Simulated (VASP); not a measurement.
# Au (Cmcm) in VASP: a series of runs, part 3 of 3

VASP 6.6.1. The steps go on from the part before.

### 4 Single point, revPBE, collinear spin

The input, INCAR:

```
PREC     = Accurate       # precision mode
ENCUT    = 520            # plane-wave cutoff, eV
EDIFF    = 1E-7           # SCF threshold, eV
ISMEAR   = -4             # smearing method
SIGMA    = 0.1            # smearing width, eV
LREAL    = False          # projectors in reciprocal space
LASPH    = True           # aspherical terms in the spheres
NELM     = 150            # most SCF steps
ALGO     = Fast           # electronic algorithm
ISIF     = 2              # what is computed and relaxed
LWAVE    = False          # write WAVECAR
LCHARG   = True           # write CHGCAR
ISPIN    = 2              # spin polarisation
MAGMOM   = 0 2            # initial moments
LORBIT   = 11             # projections on sites
LMAXMIX  = 4              # l up to which the mixer works
GGA      = RE             # functional
LELF     = True           # ELF
LVHAR    = True         
NBANDS   = 22             # bands
```

The input, KPOINTS:

```
Automatic mesh
0
Gamma
  4 4 2
```

The input, POSCAR:

```
Au
1.0
    1.4113099650     -2.5559330250      0.0000000000
    1.4113099650      2.5559330250      0.0000000000
    0.0000000000      0.0000000000      4.8931696100
Au
2
Direct
    0.6653279700      0.3346720300      0.2500000000
    0.3346720300      0.6653279700      0.7500000000
```

Potentials or basis: VASP PAW PBE potentials, release 64 (Au).

Started as:

```bash
cat potpaw_PBE.64/Au/POTCAR > POTCAR
mpirun -np 1 vasp_std > vasp.out
```

OUTCAR:

```text
PREC = Accurate
   ENCUT = 520
   EDIFF = 1E-7
   ISMEAR = -4
   LREAL = False
   LASPH = True
   NELM = 150
   ISIF = 2
   ISPIN = 2
   LORBIT = 11
   GGA = RE

 ion  position               nearest neighbor table
   1  0.665  0.335  0.250-   2 2.95   2 2.95   2 2.95   2 2.95   2 2.97   2 2.97
   2  0.335  0.665  0.750-   1 2.95   1 2.95   1 2.95   1 2.95   1 2.97   1 2.97

  LATTYP: Found a base centered orthorhombic cell.
 ALAT       =     2.8226199300
 B/A-ratio  =     1.8110359088
 C/A-ratio  =     1.7335559627

  Lattice vectors:

 A1 = (   1.4113099650,  -2.5559330250,   0.0000000000)
 A2 = (   1.4113099650,   2.5559330250,   0.0000000000)
 A3 = (   0.0000000000,   0.0000000000,   4.8931696100)

Analysis of symmetry for initial positions (statically):
=====================================================================
 Subroutine PRICEL returns:
 Original cell was already a primitive cell.

 Routine SETGRP: Setting up the symmetry group for a
 base centered orthorhombic supercell.

 Subroutine GETGRP returns: Found  8 space group operations
 (whereof  4 operations were pure point group operations)
 out of a pool of  8 trial point group operations.

The static configuration has the point symmetry C_2h.
 The point group associated with its full space group is D_2h.

Analysis of symmetry for dynamics (positions and initial velocities):
=====================================================================
 Subroutine PRICEL returns:
 Original cell was already a primitive cell.

 Routine SETGRP: Setting up the symmetry group for a
 base centered orthorhombic supercell.

 Subroutine GETGRP returns: Found  8 space group operations
 (whereof  4 operations were pure point group operations)
 out of a pool of  8 trial point group operations.

The dynamic configuration has the point symmetry C_2h.
 The point group associated with its full space group is D_2h.

[... 147 lines left out ...]

 Free energy of the ion-electron system (eV)
  ---------------------------------------------------
  ext. energy  EPLUGINS =         0.00000000
  ---------------------------------------------------
  free energy    TOTEN  =        -4.40441504 eV

  energy without entropy =       -4.40441504  energy(sigma->0) =       -4.40441504

 E-fermi :   9.1853     XC(G=0): -12.4503

 val. band max:        9.4530632745   @ k =   0.5000  -0.0000   0.0000
 cond. band min:       9.2844053833   @ k =   0.5000   0.5000   0.5000
 fundamental gap:     -0.1686578912
 Fermi energy:         9.1853273533

 spin component 1

 k-point     1 :       0.0000    0.0000    0.0000
  band No.  band energies     occupation
      1      -0.4925      1.00000
      2       1.8412      1.00000
      3       4.1708      1.00000
      4       4.2394      1.00000
      5       4.5727      1.00000
      6       4.8138      1.00000
[... 339 lines left out ...]
     21      29.1156      0.00000
     22      29.1156      0.00000
 Fermi energy:         9.1853273533

 spin component 2

 k-point     1 :       0.0000    0.0000    0.0000
  band No.  band energies     occupation
      1      -0.4925      1.00000
      2       1.8412      1.00000
      3       4.1708      1.00000
      4       4.2394      1.00000
      5       4.5727      1.00000
      6       4.8138      1.00000
[... 339 lines left out ...]
     21      29.1156      0.00000
     22      29.1156      0.00000

------------------------ aborting loop because EDIFF is reached ----------------------------------------

  FORCE on cell =-STRESS in cart. coord.  units (eV):
  Direction    XX          YY          ZZ          XY          YZ          ZX
  --------------------------------------------------------------------------------------
  -------------------------------------------------------------------------------------
  Total        2.5497539      2.4775874      1.5549735      0.0000000      0.0000000      0.0000000
  in kB      115.7222061    112.4468834     70.5734614      0.0000000      0.0000000      0.0000000
  external PRESSURE =      99.5808503 kB  Pullay stress =       0.0000000 kB

 VOLUME and BASIS-vectors are now :
 -----------------------------------------------------------------------------
  energy-cutoff  :      520.00
  volume of cell :       35.30
      direct lattice vectors                 reciprocal lattice vectors
     1.411309965 -2.555933025  0.000000000     0.354280783 -0.195623279  0.000000000
     1.411309965  2.555933025  0.000000000     0.354280783  0.195623279  0.000000000
     0.000000000  0.000000000  4.893169610     0.000000000  0.000000000  0.204366511

 POSITION                                       TOTAL-FORCE (eV/Angst)
 -----------------------------------------------------------------------------------
      1.41131     -0.84513      1.22329         0.000000      0.021549      0.000000
      1.41131      0.84513      3.66988         0.000000     -0.021549      0.000000
 -----------------------------------------------------------------------------------
    total drift:                                0.000000     -0.002332     -0.000000

  FREE ENERGIE OF THE ION-ELECTRON SYSTEM (eV)
  ---------------------------------------------------
  free  energy   TOTEN  =        -4.4044150358 eV

  energy  without entropy=       -4.4044150358  energy(sigma->0) =       -4.40441504

 total charge

# of ion       s       p       d       tot
------------------------------------------
    1        0.543   0.332   8.700   9.576
    2        0.557   0.343   8.764   9.663
--------------------------------------------------
tot          1.100   0.675  17.464  19.239

 magnetization (x)

# of ion       s       p       d       tot
------------------------------------------
    1       -0.001  -0.011  -0.002  -0.014
    2        0.001   0.011   0.002   0.014
--------------------------------------------------
tot          0.000   0.000   0.000   0.000
```

stdout:

```text
POSCAR found type information on POSCAR Au
 POSCAR found :  1 types and       2 ions
 scaLAPACK will be used
 -----------------------------------------------------------------------------
|                                                                             |
[... 23 lines left out ...]
|     occupations, so forces and stress will be inaccurate. We suggest        |
|     using a different smearing scheme ISMEAR = 1 or 2 for metals in         |
|     relaxations.                                                            |
|                                                                             |
 -----------------------------------------------------------------------------
```

Run time: 58 s. Hardware: 1 thread of Intel Xeon 6975P-C (Granite Rapids), shared host; peak memory 0.18 GiB.

What came out:

* Free energy: -4.4044 eV
* Pressure: 10.0 GPa
* Largest force: 0.022 eV/Å
* Band gap on the k mesh: zero (filled and empty bands overlap)
* Net moment: 0.00 μB per cell
* Valence electrons inside the program's atomic spheres: Au 9.58, 9.66

Forces on the atoms (eV/Å):
```
Au   0.000  0.022  0.000
Au   0.000 -0.022  0.000
```

Caveat: the k points lie up to 0.64 Å⁻¹ apart; the PAW data sets were made with another functional, which shifts forces and pressure a little; spin-orbit coupling is left out, which moves the levels of the heavy elements.

### 5 Single point, PBE+U

This run uses another cell than the first one, of 18.58 Å³/atom, 1.053 times its volume.

The input, INCAR:

```
SYSTEM = Au
PREC = Accurate ; ENCUT = 500
EDIFF = 1E-6 ; ISMEAR = 1
SIGMA = 0.014 ; LREAL = .FALSE.
LASPH = .TRUE. ; NELM = 200
ALGO = Normal ; ISIF = 2
LWAVE = .FALSE. ; LCHARG = .TRUE.
LMAXMIX = 4 ; LDAU = .TRUE.
LDAUTYPE = 1 ; LDAUL = 2
LDAUU = 5.7 ; LDAUJ = 1
LDAUPRINT = 1 ; GGA = PE
LELF = .TRUE. ; LVHAR = .TRUE.
NBANDS = 26 ; GGA_COMPAT = .FALSE.
```

The input, KPOINTS:

```
regular mesh
0
G
  4 4 2
  0 0 0
```

The input, POSCAR:

```
Au
1.0
    1.4356768184     -2.6000622714      0.0000000000
    1.4356768184      2.6000622714      0.0000000000
    0.0000000000      0.0000000000      4.9776522179
Au
2
Direct
    0.6537254121      0.3462745879      0.2500000000
    0.3462745879      0.6537254121      0.7500000000
```

Potentials or basis: VASP PAW PBE potentials, release 64 (Au_sv_GW).

Started as:

```bash
cat potpaw_PBE.64/Au_sv_GW/POTCAR > POTCAR
mpirun -np 1 vasp_std > vasp.out
```

It took 4.5 min on 1 thread of Intel Xeon Platinum 8259CL at 2.50GHz (Skylake/Cascade Lake), shared host; peak memory 0.16 GiB.

The run converged. Its results:

| Item | Value |
| --- | --- |
| Free energy | -47450.6922 eV |
| Pressure | -300.9 GPa |
| Largest force | 0.054 eV/Å |
| Band gap on the k mesh | zero (band 19 reaches -99.87 eV, above the bottom of band 20 at -99.91 eV) |

Forces on the atoms (eV/Å):
```
Au   0.000  0.054  0.000
Au   0.000 -0.054  0.000
```

Stress tensor (GPa, compression positive):
```
-296.39    0.00    0.00
   0.00 -300.91    0.00
   0.00    0.00 -305.29
```

Levels at points of the mesh, in eV from the Fermi level:
| k point | band 11 | band 12 | band 13 |
| --- | --- | --- | --- |
| (0.00, 0.00, 0.00) | -0.93 | -0.93 | -0.92 |
| (0.50, 0.00, 0.00) | -0.93 | -0.93 | -0.92 |
| (0.50, 0.50, 0.00) | -0.93 | -0.91 | -0.90 |
| (0.00, 0.00, 0.50) | -0.93 | -0.93 | -0.90 |
| (0.50, 0.00, 0.50) | -0.93 | -0.93 | -0.92 |
| (0.50, 0.50, 0.50) | -0.91 | -0.91 | -0.91 |

Eigenvalues of the final occupation matrices:
| site | spin | trace | eigenvalues |
| --- | --- | --- | --- |
| site 1 d | 1 | 167.49 | 33.34 33.35 33.60 33.60 33.60 |
| site 1 d | 2 | 167.49 | 33.34 33.35 33.60 33.60 33.60 |
| site 2 d | 1 | 167.49 | 33.34 33.35 33.60 33.60 33.60 |
| site 2 d | 2 | 167.49 | 33.34 33.35 33.60 33.60 33.60 |

Caveat: the k points lie up to 0.63 Å⁻¹ apart; spin-orbit coupling is left out, which moves the levels of the heavy elements; U without spin polarisation on a metal has little footing; the U is typed as a test and isn't derived for this compound.

### 6 Summary

```csv
level,potentials or basis,spin,U,cell,k mesh,cutoff (eV),smearing,LDAUTYPE,hund's J,second run,gap on the mesh (eV),pressure (GPa),largest force (eV/Å)
PBE,"VASP PAW PBE potentials, release 64 (Au)",off,-,"a = 2.920, b = 2.920, c = 4.893 Å, angles 90.0, 90.0, 122.2°, 2 atoms",2 × 2 × 1,520,gaussian 0.1 eV,-,-,-,none,19.4,0.40
PBE,"VASP PAW PBE potentials, release 64 (Au)",off,-,"a = 2.920, b = 2.920, c = 4.893 Å, angles 90.0, 90.0, 122.2°, 2 atoms",6 × 6 × 4,520,methfessel-paxton 0.1 eV,-,-,-,none,3.1,0.03
revPBE,"VASP PAW PBE potentials, release 64 (Au)",collinear,-,"a = 2.920, b = 2.920, c = 4.893 Å, angles 90.0, 90.0, 122.2°, 2 atoms",4 × 4 × 2,520,tetrahedron,-,-,-,none,10.0,0.02
PBE+U,"VASP PAW PBE potentials, release 64 (Au_sv_GW)",off,"Au d U = 5.7 eV, J = 1.0 eV","a = 2.970, b = 2.970, c = 4.978 Å, angles 90.0, 90.0, 122.2°, 2 atoms",4 × 4 × 2,500,methfessel-paxton 0.014 eV,1,1,valence_matched,none,-300.9,0.05
```

Alike in all rows: task single point.

Caveats: all runs use coarse meshes; spin-orbit coupling is left out, which moves the levels of the heavy elements; the PAW data sets were made with another functional, which shifts forces and pressure a little (some runs); U without spin polarisation on a metal has little footing (some runs); the U is typed as a test and isn't derived for this compound (some runs).

Total energies depend on the potentials used, so only differences within one code and one set of settings carry meaning.
